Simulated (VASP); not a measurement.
# BN (P6_3/mmc) in VASP: a series of runs

Runs on BN. Level: PBEsol. Tasks: single point.

Everything below comes from runs of VASP 6.6.1. Logs are shortened: lines on timing, memory, paths and dates and some standing lists are left out, and cuts for length are marked.

## 1. The cell of the first run

The structure is hexagonal, space group P6_3/mmc (No. 194). The conventional cell has a = 2.487 Å, b = 2.487 Å, c = 6.616 Å, α = 90.00°, β = 90.00°, γ = 120.00°. Within 1.9 Å of B (site symmetry -6m2) lie 3 N at 1.44 Å. Within 1.9 Å of N (site symmetry -6m2) lie 3 B at 1.44 Å.

## 2. Single point, PBEsol (volume scaled by 0.98)

Contents of INCAR:

```
ALGO = Normal
EDIFF = 1E-6
ENCUT = 520
GGA = PS
ISIF = 2
ISMEAR = -1
LASPH = True
LCHARG = False
LREAL = False
LWAVE = False
NBANDS = 16
NELM = 100
PREC = Accurate
SIGMA = 0.03
```

Contents of KPOINTS:

```
k-points
0
Gamma
  11 11 4
```

Contents of POSCAR:

```
BN
1.0
    2.4871858845      0.0000000000      0.0000000000
   -1.2435929423      2.1539661599      0.0000000000
    0.0000000000      0.0000000000      6.6164926127
B N
2 2
Direct
    0.3333333333      0.6666666667      0.2500000000
    0.6666666667      0.3333333333      0.7500000000
    0.3333333333      0.6666666667      0.7500000000
    0.6666666667      0.3333333333      0.2500000000
```

Potentials or basis: VASP PAW PBE potentials, release 64 (B, N).

Launch:

```bash
$ cat potpaw_PBE.64/B/POTCAR potpaw_PBE.64/N/POTCAR > POTCAR
$ mpirun -np 1 vasp_std > vasp.out
```

OUTCAR:

```text
EDIFF = 1E-6
   ENCUT = 520
   GGA = PS
   ISIF = 2
   ISMEAR = -1
   LASPH = True
   LREAL = False
   NELM = 100
   PREC = Accurate

 ion  position               nearest neighbor table
   1  0.333  0.667  0.250-   4 1.44   4 1.44   4 1.44
   2  0.667  0.333  0.750-   3 1.44   3 1.44   3 1.44
   3  0.333  0.667  0.750-   2 1.44   2 1.44   2 1.44
   4  0.667  0.333  0.250-   1 1.44   1 1.44   1 1.44

  LATTYP: Found a hexagonal cell.
 ALAT       =     2.4871858845
 C/A-ratio  =     2.6602324555

  Lattice vectors:

 A1 = (   2.4871858845,   0.0000000000,   0.0000000000)
 A2 = (  -1.2435929423,   2.1539661599,   0.0000000000)
 A3 = (   0.0000000000,   0.0000000000,   6.6164926127)

Analysis of symmetry for initial positions (statically):
=====================================================================
 Subroutine PRICEL returns:
 Original cell was already a primitive cell.

 Routine SETGRP: Setting up the symmetry group for a
 hexagonal supercell.

 Subroutine GETGRP returns: Found 24 space group operations
 (whereof 12 operations were pure point group operations)
 out of a pool of 24 trial point group operations.

The static configuration has the point symmetry D_3d.
 The point group associated with its full space group is D_6h.

Analysis of symmetry for dynamics (positions and initial velocities):
=====================================================================
 Subroutine PRICEL returns:
 Original cell was already a primitive cell.

 Routine SETGRP: Setting up the symmetry group for a
 hexagonal supercell.

 Subroutine GETGRP returns: Found 24 space group operations
 (whereof 12 operations were pure point group operations)
 out of a pool of 24 trial point group operations.

The dynamic configuration has the point symmetry D_3d.
 The point group associated with its full space group is D_6h.

 Subroutine INISYM returns: Found 24 space group operations
 (whereof 12 operations are pure point group operations),
 and found     1 'primitive' translations

----------------------------------------------------------------------------------------

                                     Primitive cell

  volume of cell :      35.4466

  direct lattice vectors                    reciprocal lattice vectors
     2.487185885  0.000000000  0.000000000     0.402060822  0.232129924  0.000000000
    -1.243592942  2.153966160  0.000000000     0.000000000  0.464259847  0.000000000
     0.000000000  0.000000000  6.616492613     0.000000000  0.000000000  0.151137477

  length of vectors
     2.487185885  2.487185885  6.616492613     0.464259847  0.464259847  0.151137477

  position of ions in fractional coordinates (direct lattice)
     0.333333333  0.666666667  0.250000000
     0.666666667  0.333333333  0.750000000
     0.333333333  0.666666667  0.750000000
     0.666666667  0.333333333  0.250000000

  ion indices of the primitive-cell ions
   primitive index   ion index
                 1           1
                 2           2
                 3           3
                 4           4

----------------------------------------------------------------------------------------

 KPOINTS: k-points

Automatic generation of k-mesh.
 Grid dimensions read from file:
 generate k-points for:   11   11    4

 Generating k-lattice:

  Cartesian coordinates                     Fractional coordinates (reciprocal lattice)
     0.036550984  0.021102720  0.000000000     0.090909091  0.000000000  0.000000000
     0.000000000  0.042205441  0.000000000     0.000000000  0.090909091  0.000000000
     0.000000000  0.000000000  0.037784369     0.000000000  0.000000000  0.250000000

  Length of vectors
     0.042205441  0.042205441  0.037784369

  Shift w.r.t. Gamma in fractional coordinates (k-lattice)
     0.000000000  0.000000000  0.000000000

 Subroutine IBZKPT returns following result:
 ===========================================

 Found     48 irreducible k-points:

 Following reciprocal coordinates:
            Coordinates               Weight
  0.000000  0.000000  0.000000      1.000000
  0.090909 -0.000000  0.000000      6.000000
  0.181818 -0.000000  0.000000      6.000000
  0.272727  0.000000  0.000000      6.000000
  0.363636 -0.000000  0.000000      6.000000
  0.454545 -0.000000  0.000000      6.000000
[... 16 lines left out ...]
  0.090909  0.090909  0.250000     12.000000
  0.181818  0.090909  0.250000     24.000000
 [... further k-points ...]
   k-points           NKPTS =     48   k-points in BZ     NKDIM =     48   number of bands    NBANDS=     16
   number of dos      NEDOS =    301   number of ions     NIONS =      4
   total plane-waves  NPLWV =  16200
   dimension x,y,z NGX =    18 NGY =   18 NGZ =   50
   dimension x,y,z NGXF=    36 NGYF=   36 NGZF=  100
   ions per type =               2   2
   NGX,Y,Z   is equivalent  to a cutoff of  12.03, 12.03, 12.56 a.u.
   NGXF,Y,Z  is equivalent  to a cutoff of  24.06, 24.06, 25.13 a.u.
 SYSTEM =  unknown system
[... 31 lines left out ...]
  Fermi-wavevector in a.u.,A,eV,Ry     =   1.255808  2.373133 21.457112  1.577053
  Thomas-Fermi vector in A             =   2.389546
   LORBIT       =      0    0 simple, 1 ext, 2 COOP (PROOUT), +10 PAW based schemes
   GGA     = PS    functional components
   LHFCALC =     F    Hartree Fock is set to
   AEXX    =    0.0000 exact exchange contribution
   IVDW    =     0    specifies the selected vdW correction
   LEPSILON=     F    determine dielectric tensor
   LRPA    =     F    only Hartree local field effects (RPA)
 non-spin polarized calculation
  energy-cutoff  :      520.00
  volume of cell :       35.45
 maximum number of plane-waves:       973
   NGX =  9   NGY =  9   NGZ = 25

 number of electron      15.9999993 magnetization

 Free energy of the ion-electron system (eV)
  ---------------------------------------------------
  ext. energy  EPLUGINS =         0.00000000
  ---------------------------------------------------
  free energy    TOTEN  =       -36.55052844 eV

  energy without entropy =      -36.55052844  energy(sigma->0) =      -36.55052844

 E-fermi :   3.0466     XC(G=0): -10.3691

 val. band max:        2.3339746792   @ k =   0.3636   0.2727   0.0000
 cond. band min:       6.5886121209   @ k =   0.4545   0.0909   0.0000
 fundamental gap:      4.2546374417
 Fermi energy:         3.0466187889

 k-point     1 :       0.0000    0.0000    0.0000
  band No.  band energies     occupation
      1     -15.5795      2.00000
      2     -15.2692      2.00000
      3      -4.1052      2.00000
      4      -1.9011      2.00000
      5       1.0231      2.00000
      6       1.0231      2.00000
[... 8 lines left out ...]
     15      14.8792      0.00000
     16      15.5442      0.00000

 k-point     2 :       0.0909   -0.0000    0.0000
  band No.  band energies     occupation
      1     -15.4145      2.00000
      2     -15.1100      2.00000
      3      -3.8783      2.00000
      4      -1.6973      2.00000
      5       0.3571      2.00000
      6       0.3901      2.00000
[... 8 lines left out ...]
     15      14.9276      0.00000
     16      15.4246      0.00000

 k-point     3 :       0.1818   -0.0000    0.0000
  band No.  band energies     occupation
      1     -14.9301      2.00000
      2     -14.6432      2.00000
      3      -3.2073      2.00000
      4      -1.2925      2.00000
      5      -1.2485      2.00000
      6      -1.1008      2.00000
[... 8 lines left out ...]
     15      16.6667      0.00000
     16      16.7391      0.00000

 k-point     4 :       0.2727    0.0000    0.0000
  band No.  band energies     occupation
      1     -14.1650      2.00000
      2     -13.9098      2.00000
      3      -3.3167      2.00000
      4      -3.2468      2.00000
      5      -2.1289      2.00000
      6      -0.8418      2.00000
[... 8 lines left out ...]
     15      17.8953      0.00000
     16      19.2608      0.00000
[... 324 lines left out ...]
 k-point    22 :       0.4545   -0.0000    0.2500
  band No.  band energies     occupation
      1     -12.4095      2.00000
      2     -12.3337      2.00000
      3      -6.4972      2.00000
      4      -6.4448      2.00000
      5      -1.8074      2.00000
      6      -1.7605      2.00000
[... 8 lines left out ...]
     15      18.0465      0.00000
     16      20.4444      0.00000

 k-point    23 :       0.0909    0.0909    0.2500
  band No.  band energies     occupation
      1     -15.0490      2.00000
      2     -14.8421      2.00000
      3      -3.1716      2.00000
      4      -1.6928      2.00000
      5      -0.6915      2.00000
      6      -0.6679      2.00000
[... 8 lines left out ...]
     15      15.8267      0.00000
     16      16.2546      0.00000

 k-point    24 :       0.1818    0.0909    0.2500
  band No.  band energies     occupation
      1     -14.4252      2.00000
      2     -14.2354      2.00000
      3      -2.4635      2.00000
      4      -2.3735      2.00000
      5      -2.2267      2.00000
      6      -0.8982      2.00000
[... 8 lines left out ...]
     15      17.3986      0.00000
     16      17.4386      0.00000

 [... further k-points ...]
[... 5 lines left out ...]
  --------------------------------------------------------------------------------------
  -------------------------------------------------------------------------------------
  Total        1.8422918      1.8422918      0.1977152     -0.0000000     -0.0000000      0.0000000
  in kB       83.2710527     83.2710527      8.9366692     -0.0000000     -0.0000000      0.0000000
  external PRESSURE =      58.4929248 kB  Pullay stress =       0.0000000 kB

 VOLUME and BASIS-vectors are now :
 -----------------------------------------------------------------------------
  energy-cutoff  :      520.00
  volume of cell :       35.45
      direct lattice vectors                 reciprocal lattice vectors
     2.487185885  0.000000000  0.000000000     0.402060822  0.232129924  0.000000000
    -1.243592942  2.153966160  0.000000000     0.000000000  0.464259847  0.000000000
     0.000000000  0.000000000  6.616492613     0.000000000  0.000000000  0.151137477

 POSITION                                       TOTAL-FORCE (eV/Angst)
 -----------------------------------------------------------------------------------
     -0.00000      1.43598      1.65412        -0.000000      0.000000      0.000000
      1.24359      0.71799      4.96237         0.000000      0.000000      0.000000
     -0.00000      1.43598      4.96237        -0.000000     -0.000000      0.000000
      1.24359      0.71799      1.65412        -0.000000      0.000000      0.000000
 -----------------------------------------------------------------------------------
    total drift:                               -0.000000      0.000000      0.000000

  FREE ENERGIE OF THE ION-ELECTRON SYSTEM (eV)
  ---------------------------------------------------
  free  energy   TOTEN  =       -36.5505284433 eV

  energy  without entropy=      -36.5505284433  energy(sigma->0) =      -36.55052844
```

It took 45 s on 1 thread of AMD EPYC 7R13, shared host; peak memory 0.12 GiB.

Results:

- Free energy: -36.5505 eV
- Pressure: 5.8 GPa
- Band gap on the k mesh: 4.25 eV, indirect (least direct gap 4.64 eV)

Levels at points of the mesh, in eV from the valence-band top:
| k point | band 5 | band 6 | band 7 | band 8 | band 9 | band 10 | band 11 | band 12 |
| --- | --- | --- | --- | --- | --- | --- | --- | --- |
| (0.00, 0.00, 0.00) | -1.31 | -1.31 | -1.27 | -1.27 | 5.04 | 10.26 | 11.64 | 11.64 |
| (0.00, 0.00, 0.50) | -1.29 | -1.29 | -1.29 | -1.29 | 7.49 | 7.49 | 11.71 | 11.71 |

Caveat: the PAW data sets were made with another functional, which shifts forces and pressure a little; this functional lacks dispersion, which binds the layers, so the pressure and a relaxed spacing across them are unreliable. A k mesh can miss the band edges.

## 3. Single point, PBEsol (volume scaled by 0.96)

Contents of INCAR:

```
SYSTEM = BN
ALGO = Normal
EDIFF = 1E-6
ENCUT = 520
GGA = PS
ISIF = 2
ISMEAR = -1
LASPH = .True.
LCHARG = .False.
LREAL = .False.
LWAVE = .False.
NBANDS = 16
NELM = 100
PREC = Accurate
SIGMA = 0.03
```

Contents of KPOINTS:

```
k-points
0
Gamma
  11 11 4
  0 0 0
```

Contents of POSCAR:

```
BN
1.0
    2.4701498301      0.0000000000      0.0000000000
   -1.2350749151      2.1392125040      0.0000000000
    0.0000000000      0.0000000000      6.5711727478
B N
2 2
Direct
    0.3333333333      0.6666666667      0.2500000000
    0.6666666667      0.3333333333      0.7500000000
    0.3333333333      0.6666666667      0.7500000000
    0.6666666667      0.3333333333      0.2500000000
```

Potentials or basis: VASP PAW PBE potentials, release 64 (B, N).

Launch:

```bash
$ cat potpaw_PBE.64/B/POTCAR potpaw_PBE.64/N/POTCAR > POTCAR
$ mpirun -np 1 vasp_std > vasp.out
```

It took 48 s on 1 thread of AMD EPYC 7R13, shared host; peak memory 0.12 GiB.

The run converged. Its results:

* Free energy: -36.5110 eV
* Pressure: 11.4 GPa
* Band gap on the k mesh: 4.28 eV, indirect (least direct gap 4.67 eV)

Stress tensor (GPa, compression positive):
```
16.62  0.00  0.00
 0.00 16.62  0.00
 0.00  0.00  1.11
```

Levels at points of the mesh, in eV from the valence-band top:
```tsv
k point	band 6	band 7	band 8	band 9	band 10	band 11
(0.00, 0.00, 0.00)	-1.29	-1.25	-1.25	5.08	10.41	11.82
(0.00, 0.00, 0.50)	-1.27	-1.27	-1.27	7.59	7.59	11.88
```

Caveat: the PAW data sets were made with another functional, which shifts forces and pressure a little; this functional lacks dispersion, which binds the layers, so the pressure and a relaxed spacing across them are unreliable.

## 4. Single point, PBEsol (equal xx and yy strain of -2 %)

Contents of INCAR:

```
SYSTEM = BN
ALGO = Normal
EDIFF = 1E-6
ENCUT = 520
GGA = PS
ISIF = 2
ISMEAR = -1
LASPH = .TRUE.
LCHARG = .FALSE.
LREAL = .FALSE.
LWAVE = .FALSE.
NBANDS = 16
NELM = 60
PREC = Accurate
SIGMA = 0.03
```

Contents of KPOINTS:

```
k-points
0
G
  11 11 4
  0 0 0
```

Contents of POSCAR:

```
BN
1.0
    2.4539118702      0.0000000000      0.0000000000
   -1.2269559352      2.1251500183      0.0000000000
    0.0000000000      0.0000000000      6.6612000000
B N
2 2
Direct
    0.3333333333      0.6666666667      0.2500000000
    0.6666666667      0.3333333333      0.7500000000
    0.3333333333      0.6666666667      0.7500000000
    0.6666666667      0.3333333333      0.2500000000
```

Launch:

```bash
$ cat potpaw_PBE.64/B/POTCAR potpaw_PBE.64/N/POTCAR > POTCAR
$ mpirun -np 1 vasp_std > vasp.out
```

Wall time 18 s (1 thread of Intel Xeon 6975P-C, shared host); peak memory 0.15 GiB.

It converged, with:

```
Free energy            : -36.4549 eV
Pressure               : 16.7 GPa
Band gap on the k mesh : 4.33 eV, indirect (least direct gap 4.75 eV)
```

Stress tensor (GPa, compression positive):
```
24.61  0.00  0.00
 0.00 24.61  0.00
 0.00  0.00  0.79
```

Levels at points of the mesh, in eV from the valence-band top:
```
           k point  band 5  band 6  band 7  band 8  band 9  band 10  band 11  band 12
(0.00, 0.00, 0.00)   -1.25   -1.25   -1.22   -1.22    4.99    10.29    12.00    12.00
(0.00, 0.00, 0.50)   -1.24   -1.24   -1.24   -1.24    7.43     7.43    12.05    12.05
```

Caveat: the cell differs from its parent crystal (equal xx and yy strain of -2 %); the PAW data sets were made with another functional, which shifts forces and pressure a little; this functional lacks dispersion, which binds the layers, so the pressure and a relaxed spacing across them are unreliable. A k mesh can miss the band edges.

## 5. Single point, PBEsol (equal xx and yy strain of +2 %)

Contents of INCAR:

```
SYSTEM = BN
  ALGO = Normal
  EDIFF = 1E-7
  ENCUT = 520
  GGA = PS
  ISIF = 2
  ISMEAR = -1
  LASPH = .TRUE.
  LCHARG = .FALSE.
  LREAL = .FALSE.
  LWAVE = .FALSE.
  NBANDS = 16
  NELM = 80
  PREC = Accurate
  SIGMA = 0.03
```

KPOINTS is that of step 4.

Edit POSCAR of step 4 so:

```diff
@@ -2,4 +2,4 @@
 1.0
-    2.4539118702      0.0000000000      0.0000000000
-   -1.2269559352      2.1251500183      0.0000000000
+    2.5540715384      0.0000000000      0.0000000000
+   -1.2770357692      2.2118908353      0.0000000000
     0.0000000000      0.0000000000      6.6612000000
```

Launch:

```bash
$ cat potpaw_PBE.64/B/POTCAR potpaw_PBE.64/N/POTCAR > POTCAR
$ mpirun -np 1 vasp_std > vasp.out
```

Run time: 23 s. Hardware: 1 thread of Intel Xeon 6975P-C, shared host; peak memory 0.16 GiB.

The run converged. Its results:

```
Free energy            : -36.4814 eV
Pressure               : -12.4 GPa
Band gap on the k mesh : 4.13 eV, indirect (least direct gap 4.45 eV)
```

Stress tensor (GPa, compression positive):
```
-18.90   0.00   0.00
  0.00 -18.90   0.00
  0.00   0.00   0.58
```

Levels at points of the mesh, in eV from the valence-band top:
```csv
k point,band 6,band 7,band 8,band 9,band 10,band 11
"(0.00, 0.00, 0.00)",-1.40,-1.36,-1.36,4.99,9.90,10.99
"(0.00, 0.00, 0.50)",-1.38,-1.38,-1.38,7.30,7.30,11.05
```

Caveat: the cell differs from its parent crystal (equal xx and yy strain of +2 %); the PAW data sets were made with another functional, which shifts forces and pressure a little; this functional lacks dispersion, which binds the layers, so the pressure and a relaxed spacing across them are unreliable.

## 6. Single point, PBEsol (zz strain of +2 %)

Contents of INCAR:

```
ALGO = Normal
EDIFF = 1E-7
ENCUT = 520
GGA = PS
ISIF = 2
ISMEAR = -1
LASPH = True
LCHARG = False
LREAL = False
LWAVE = False
NBANDS = 16
NELM = 80
PREC = Accurate
SIGMA = 0.03
```

Contents of KPOINTS:

```
k-points
0
Gamma
  11 11 4
```

Contents of POSCAR:

```
BN
1.0
    2.5039917043      0.0000000000      0.0000000000
   -1.2519958522      2.1685204268      0.0000000000
    0.0000000000      0.0000000000      6.7944240000
B N
2 2
Direct
    0.3333333333      0.6666666667      0.2500000000
    0.6666666667      0.3333333333      0.7500000000
    0.3333333333      0.6666666667      0.7500000000
    0.6666666667      0.3333333333      0.2500000000
```

Potentials or basis: VASP PAW PBE potentials, release 64 (B, N).

Launch:

```bash
$ cat potpaw_PBE.64/B/POTCAR potpaw_PBE.64/N/POTCAR > POTCAR
$ mpirun -np 1 vasp_std > vasp.out
```

Wall time 12 s (1 thread of Intel Xeon 6975P-C (Granite Rapids), shared host); peak memory 0.15 GiB.

The run converged. Its results:

| Item | Value |
| --- | --- |
| Free energy | -36.5689 eV |
| Pressure | 0.6 GPa |
| Band gap on the k mesh | 4.26 eV, indirect (least direct gap 4.62 eV) |

Stress tensor (GPa, compression positive):
```
0.71 0.00 0.00
0.00 0.71 0.00
0.00 0.00 0.32
```

Levels at points of the mesh, in eV from the valence-band top:
| k point | band 5 | band 6 | band 7 | band 8 | band 9 | band 10 | band 11 | band 12 |
| --- | --- | --- | --- | --- | --- | --- | --- | --- |
| (0.00, 0.00, 0.00) | -1.33 | -1.33 | -1.30 | -1.30 | 4.90 | 9.88 | 11.49 | 11.49 |
| (0.00, 0.00, 0.50) | -1.31 | -1.31 | -1.31 | -1.31 | 7.18 | 7.18 | 11.54 | 11.54 |

Caveat: the cell differs from its parent crystal (zz strain of +2 %); the PAW data sets were made with another functional, which shifts forces and pressure a little; this functional lacks dispersion, which binds the layers, so the pressure and a relaxed spacing across them are unreliable. A k mesh can miss the band edges.

## 7. Overview

| cell | gap on the mesh (eV) | pressure (GPa) |
| --- | --- | --- |
| a = 2.487, b = 2.487, c = 6.616 Å, angles 90.0, 90.0, 120.0°, 4 atoms | 4.25 | 5.8 |
| a = 2.470, b = 2.470, c = 6.571 Å, angles 90.0, 90.0, 120.0°, 4 atoms | 4.28 | 11.4 |
| a = 2.454, b = 2.454, c = 6.661 Å, angles 90.0, 90.0, 120.0°, 4 atoms | 4.33 | 16.7 |
| a = 2.554, b = 2.554, c = 6.661 Å, angles 90.0, 90.0, 120.0°, 4 atoms | 4.13 | -12.4 |
| a = 2.504, b = 2.504, c = 6.794 Å, angles 90.0, 90.0, 120.0°, 4 atoms | 4.26 | 0.6 |

Alike in all rows: task single point; level PBEsol; potentials or basis VASP PAW PBE potentials, release 64 (B, N); no spin polarisation; k mesh 11 × 11 × 4; cutoff (eV) 520; smearing fermi-dirac 0.03 eV.

Caveats: the PAW data sets were made with another functional, which shifts forces and pressure a little; this functional lacks dispersion, which binds the layers, so the pressure and a relaxed spacing across them are unreliable.

Absolute energies hang on the potentials; compare differences alone.
